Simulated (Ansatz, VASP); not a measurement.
**InAs: VASP beside Ansatz**

The input INCAR:

```
ALGO = Normal
EDIFF = 1E-6
EDIFFG = -0.001
ENCUT = 600
GGA = PS
IBRION = 2
ISIF = 3
ISMEAR = -1
LASPH = True
LCHARG = False
LREAL = False
LWAVE = False
NELM = 80
NSW = 80
PREC = Accurate
SIGMA = 0.15
```

KPOINTS

```
k-points
0
Gamma
  12 12 12
```

POSCAR

```
InAs
1.0
    0.0000000000      3.0437329618      3.0437329618
    3.0437329618      0.0000000000      3.0437329618
    3.0437329618      3.0437329618      0.0000000000
In As
1 1
Direct
    0.0000000000      0.0000000000      0.0000000000
    0.7500000000      0.7500000000      0.7500000000
```

Input for Ansatz:

```yaml
crystal:
  lattice:
    - [0.0, 3.0437329611, 3.0437329611]
    - [3.0437329611, 0.0, 3.0437329611]
    - [3.0437329611, 3.0437329611, 0.0]
  atoms:
    - { symbol: In, position: [0.0, 0.0, 0.0] }
    - { symbol: As, position: [0.75, 0.75, 0.75] }
basis:
  ecutwfc: 420
kpoints:
  mp_grid: { grid: [12, 12, 12] }
hamiltonian:
  xc: pbesol
scf:
  occupations: { method: fermi_dirac, width: 0.15 }
output:
  forces: true
  stress: true
  eigenvalues: true
relax:
  adjacent_minimum: "off"
  f_tol: 0.001
  max_steps: 60
  cell: { stress_tol: 0.01 }
```

Alike in both runs: task relaxation of cell and atoms; functional PBEsol; k mesh 12 × 12 × 12; occupations fermi-dirac, width 0.15 eV; no spin polarisation.

```csv
,VASP,Ansatz
version,VASP 6.6.1,Ansatz 0.2.0
potentials or method,"VASP PAW PBE potentials, release 64 (In_d, As), cutoff 600 eV","scalar-relativistic, plane waves, PAW"
valence electrons in the cell,18,28
```

|  | VASP | Ansatz | Ansatz less VASP |
| --- | --- | --- | --- |
| gap on the k mesh at the Fermi level, each at its own relaxed structure (eV) | none | none | - |
| relaxed volume (Å³/atom) | 28.26 | 28.20 | -0.058 |
| relaxed cell length with the largest relative difference (Å) | 4.307 | 4.304 | -0.0029 |

VASP's potentials were made for PBE, not for PBEsol. A gap of «none» marks a metal or a gap that the smearing closes. VASP's potentials hold 18 valence electrons a cell and Ansatz's 28, so a difference there can come from the potentials and not from the codes.
